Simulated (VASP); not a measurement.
# Ru (R-3m) in VASP: single point with r2SCAN

Aim: the single point of Ru with r2SCAN.

Everything below comes from runs of VASP 6.6.1. Logs are shortened: lines on timing, memory, paths and dates and some standing lists are left out, and cuts for length are marked.

## 1. The cell of the first run

The typed cell holds 3 atoms: a = 3.521 Å, b = 3.521 Å, c = 4.317 Å, α = 90.00°, β = 90.00°, γ = 120.00°.

This isn't the form of Ru at room conditions, which is hcp.

## 2. Single point, r2SCAN

The input, POSCAR:

```
Ru
1.0
    3.5214412008      0.0000000000      0.0000000000
   -1.7607206004      3.0496575378      0.0000000000
    0.0000000000      0.0000000000      4.3167545623
Ru
3
Direct
    0.3333291716      0.0000000000      0.3333333333
    0.0000000000      0.3333291716      0.6666666667
    0.6666708284      0.6666708284      0.0000000000
```

The input, INCAR.step1:

```
PREC = Accurate ; ENCUT = 660
ISMEAR = 0 ; SIGMA = 0.1
LREAL = F ; LASPH = T
NELM = 120 ; NBANDS = 31
GGA = PE ; ALGO = Normal
EDIFF = 1E-5 ; LWAVE = T
LCHARG = F ; GGA_COMPAT = F
```

The input, INCAR.step2:

```
PREC = Accurate ; ENCUT = 660
EDIFF = 1E-6 ; ISMEAR = 0
SIGMA = 0.1 ; LREAL = F
LASPH = T ; NELM = 120
ALGO = Normal ; ISIF = 2
LWAVE = F ; LCHARG = T
METAGGA = R2SCAN ; LMIXTAU = T
LELF = T ; LVHAR = T
NBANDS = 31 ; ISTART = 1
GGA_COMPAT = F
```

The input, KPOINTS:

```
regular mesh
0
Gamma
  15 15 10
```

Potentials or basis: VASP PAW PBE potentials, release 64 (Ru_sv).

On the command line:

```bash
$ cat potpaw_PBE.64/Ru_sv/POTCAR > POTCAR
$ cp INCAR.step1 INCAR
$ mpirun -np 1 vasp_std > vasp.out
$ cp INCAR.step2 INCAR
$ mpirun -np 1 vasp_std > vasp.out
```

OUTCAR:

```text
PREC = Accurate
   ENCUT = 660
   EDIFF = 1E-6
   ISMEAR = 0
   LREAL = F
   LASPH = T
   NELM = 120
   ISIF = 2
   METAGGA = R2SCAN
   ISTART = 1

 ion  position               nearest neighbor table
   1  0.333  0.000  0.333-   3 2.49   2 2.49   3 2.49   3 2.49   2 2.49   2 2.49
   2  0.000  0.333  0.667-   3 2.49   1 2.49   3 2.49   3 2.49   1 2.49   1 2.49
   3  0.667  0.667  0.000-   2 2.49   1 2.49   1 2.49   2 2.49   2 2.49   1 2.49

  LATTYP: Found a hexagonal cell.
 ALAT       =     3.5214412008
 C/A-ratio  =     1.2258488261

  Lattice vectors:

 A1 = (   3.5214412008,   0.0000000000,   0.0000000000)
 A2 = (  -1.7607206004,   3.0496575378,   0.0000000000)
 A3 = (   0.0000000000,   0.0000000000,   4.3167545623)

Analysis of symmetry for initial positions (statically):
=====================================================================
 Subroutine PRICEL returns:
 Original cell was already a primitive cell.

 Routine SETGRP: Setting up the symmetry group for a
 hexagonal supercell.

 Subroutine GETGRP returns: Found  6 space group operations
 (whereof  2 operations were pure point group operations)
 out of a pool of 24 trial point group operations.

The static configuration has the point symmetry C_2 .
 The point group associated with its full space group is D_3 .

Analysis of symmetry for dynamics (positions and initial velocities):
=====================================================================
 Subroutine PRICEL returns:
 Original cell was already a primitive cell.

 Routine SETGRP: Setting up the symmetry group for a
 hexagonal supercell.

 Subroutine GETGRP returns: Found  6 space group operations
 (whereof  2 operations were pure point group operations)
 out of a pool of 24 trial point group operations.

The dynamic configuration has the point symmetry C_2 .
 The point group associated with its full space group is D_3 .

 Subroutine INISYM returns: Found  6 space group operations
 (whereof  2 operations are pure point group operations),
 and found     1 'primitive' translations

----------------------------------------------------------------------------------------

                                     Primitive cell

  volume of cell :      46.3584

[... 85 lines left out ...]
   LNONCOLLINEAR =      F non collinear calculations
   LSORBIT =      F    spin-orbit coupling
   LASPH  =      T    aspherical Exc in radial PAW
   ENCUT  =  660.0 eV  48.51 Ry    6.96 a.u.   7.38  7.38  9.04*2*pi/ulx,y,z
   NELM   =    120;   NELMIN=  2; NELMDL=  0     # of ELM steps
   EDIFF  = 0.1E-05   stopping-criterion for ELM
   LREAL  =      F    real-space projection
   EDIFFG = 0.1E-04   stopping-criterion for IOM
   NSW    =      0    number of steps for IOM
   IBRION =     -1    ionic relax: 0-MD 1-quasi-New 2-CG
   NFREE  =      0    steps in history (QN), initial steepest desc. (CG)
   ISIF   =      2    stress and relaxation
   ISYM   =      2    0-nonsym 1-usesym 2-fastsym
   POTIM  = 0.5000    time-step for ionic-motion
   TEBEG  =    0.0;   TEEND  =   0.0 temperature during run
   PSTRESS=    0.0 pullay stress
   NELECT =      48.0000    total number of electrons
   NUPDOWN=      -1.0000    fix difference up-down
   EMIN   =  10.00;   EMAX   =-10.00  energy-range for DOS
   EFERMI =   0.00;   METHOD = LEGACY
   ISMEAR =     0;   SIGMA  =   0.10  broadening in eV -4-tet -1-fermi 0-gaus
   EFERMI_NEDOS =   21; number of points for ismear=-14 and -15
   IALGO  =     38    algorithm
   IMIX   =      4    mixing-type and parameters
     AMIX     =   0.40;   BMIX     =  1.00
     AMIX_MAG =   1.60;   BMIX_MAG =  1.00
  volume/ion in A,a.u.               =      15.45       104.28
  Fermi-wavevector in a.u.,A,eV,Ry     =   1.656198  3.129761 37.320675  2.742992
  Thomas-Fermi vector in A             =   2.744164
   LORBIT       =      0    0 simple, 1 ext, 2 COOP (PROOUT), +10 PAW based schemes
   METAGGA = R2SCAN    functional components
   LHFCALC =     F    Hartree Fock is set to
   AEXX    =    0.0000 exact exchange contribution
   IVDW    =     0    specifies the selected vdW correction
   LEPSILON=     F    determine dielectric tensor
   LRPA    =     F    only Hartree local field effects (RPA)
 non-spin polarized calculation
 Gauss-broadening in eV      SIGMA  =   0.10
  energy-cutoff  :      660.00
  volume of cell :       46.36
 maximum number of plane-waves:      1809
 NGX is ok and might be reduce to    30
   NGX = 15   NGY = 15   NGZ = 19

 number of electron      48.0000010 magnetization

 Free energy of the ion-electron system (eV)
  ---------------------------------------------------
  ext. energy  EPLUGINS =         0.00000000
  ---------------------------------------------------
  free energy    TOTEN  =       -72.91791760 eV

  energy without entropy =      -72.89496955  energy(sigma->0) =      -72.90644358

 E-fermi :  12.8923     XC(G=0): -14.2964

 val. band max:       12.8910304030   @ k =  -0.0667   0.2667   0.1000
 cond. band min:      12.8958127147   @ k =   0.3333   0.1333   0.2000
 fundamental gap:      0.0047823118
 Fermi energy:        12.8923492917

 k-point     1 :       0.0000    0.0000    0.0000
  band No.  band energies     occupation
      1     -62.3211      2.00000
      2     -61.9763      2.00000
      3     -61.9763      2.00000
      4     -31.6102      2.00000
      5     -31.6102      2.00000
      6     -31.5816      2.00000
[... 805 lines left out ...]
     30      16.8270      0.00000
     31      21.1573      0.00000

 [... further k-points ...]

------------------------ aborting loop because EDIFF is reached ----------------------------------------

  FORCE on cell =-STRESS in cart. coord.  units (eV):
  Direction    XX          YY          ZZ          XY          YZ          ZX
  --------------------------------------------------------------------------------------
  -------------------------------------------------------------------------------------
  Total        0.0470155      0.0470155      0.0297235     -0.0000000      0.0000000     -0.0000000
  in kB        1.6248860      1.6248860      1.0272636     -0.0000000      0.0000000     -0.0000000
  external PRESSURE =       1.4256786 kB  Pullay stress =       0.0000000 kB

 VOLUME and BASIS-vectors are now :
 -----------------------------------------------------------------------------
  energy-cutoff  :      660.00
  volume of cell :       46.36
      direct lattice vectors                 reciprocal lattice vectors
     3.521441201  0.000000000  0.000000000     0.283974641  0.163952835  0.000000000
    -1.760720600  3.049657538  0.000000000     0.000000000  0.327905671  0.000000000
     0.000000000  0.000000000  4.316754562     0.000000000  0.000000000  0.231655515

 POSITION                                       TOTAL-FORCE (eV/Angst)
 -----------------------------------------------------------------------------------
      1.17380      0.00000      1.43892         0.000067     -0.000000     -0.000000
     -0.58690      1.01654      2.87784        -0.000034      0.000058      0.000000
      1.17382      2.03312      0.00000        -0.000034     -0.000058      0.000000
 -----------------------------------------------------------------------------------
    total drift:                                0.000000     -0.000000     -0.000000

  FREE ENERGIE OF THE ION-ELECTRON SYSTEM (eV)
  ---------------------------------------------------
  free  energy   TOTEN  =       -72.9179176022 eV

  energy  without entropy=      -72.8949695530  energy(sigma->0) =      -72.90644358
```

Wall time 10 min (1 thread of Intel Xeon 6975P-C (Granite Rapids), shared host); peak memory 0.44 GiB.

Results:

* Free energy: -72.9179 eV
* Pressure: 0.1 GPa
* Band gap on the k mesh: zero (bands 24 and 25 overlap by 2.30 eV)

Caveat: the PAW data sets were made with another functional, which shifts forces and pressure a little.
